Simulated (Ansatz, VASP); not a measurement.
## One calculation of BaBe5H10, two programs

```
Ba Be H
1.0
     4.27132    0.02533    0.14863
     0.02464    4.76705    0.26918
    -1.25014    0.34193    8.16334
Ba Be H
1 5 10
Direct
  0.00753 0.52115 0.72008
  0.42734 0.95793 0.28552
  0.55263 0.76687 0.06840
  0.54727 0.23761 0.07749
  0.40396 0.03044 0.59272
  0.05862 0.99602 0.07756
  0.58724 0.70701 0.24351
  0.57183 0.23030 0.25223
  0.49974 0.88375 0.45953
  0.08733 0.95832 0.25295
  0.41622 0.51271 0.99861
  0.52370 0.83412 0.72858
  0.87659 0.76445 0.01663
  0.49867 0.31198 0.60423
  0.87155 0.25292 0.02550
  0.06979 0.03441 0.59649
```

Change from the starting cell: cell x1, atoms moved at random (sigma 0.15 Å) and cell strained at random (1.5 %), then relaxed without symmetry.

Alike in both runs: functional PBE; k mesh 4 × 4 × 2; occupations gaussian, width 0.1 eV; no spin polarisation.

Ansatz relaxed the structure, and its values are those at the end. VASP's run is a single point on that final structure, the one shown.

|  | VASP | Ansatz |
| --- | --- | --- |
| version | VASP 6.6.1 | Ansatz 0.2.0 |
| potentials or method | VASP PAW PBE potentials, release 64 (Ba_sv, Be, H), cutoff 520 eV | scalar-relativistic, plane waves, PAW |
| valence electrons in the cell | 30 | 30 |

|  | VASP | Ansatz | Ansatz less VASP |
| --- | --- | --- | --- |
| gap on the k mesh at the Fermi level (eV) | 2.47 | 2.47 | -0.004 |
| least direct gap on the mesh (eV) | 2.71 | 2.72 | +0.007 |
| pressure (GPa) | 0.2 | 0.0 | -0.17 |
| rms of the force components (eV/Å) | 0.010 | 0.004 | -0.0058 |

Spin-orbit coupling is off throughout.
